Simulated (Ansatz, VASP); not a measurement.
Mo in VASP and in Ansatz

```xyz
1
Lattice="0.0000 1.9991 1.9991 1.9991 0.0000 1.9991 1.9991 1.9991 0.0000" Properties=species:S:1:pos:R:3 pbc="T T T"
Mo    0.0000    0.0000    0.0000
```

Alike in both runs: task single point; functional LDA; k mesh 18 × 18 × 18; occupations gaussian, width 0.1 eV; no spin polarisation.

```csv
,VASP,Ansatz
version,VASP 6.6.1,Ansatz 0.2.0
potentials or method,"VASP PAW LDA potentials, release 64 (Mo_sv), cutoff 520 eV","scalar-relativistic, plane waves, PAW"
valence electrons in the cell,14,14
```

Ansatz gave:

```
gap on the k mesh at the Fermi level (eV) : none
pressure (GPa)                            : -11.5
```

Question: What did VASP give for the same quantities?

Answer: gap on the k mesh at the Fermi level (eV): none; pressure (GPa): -10.5.

LDA's correlation is that of Perdew and Zunger in VASP and of Perdew and Wang (1992) in Ansatz. A gap of «none» marks a metal or a gap that the smearing closes.
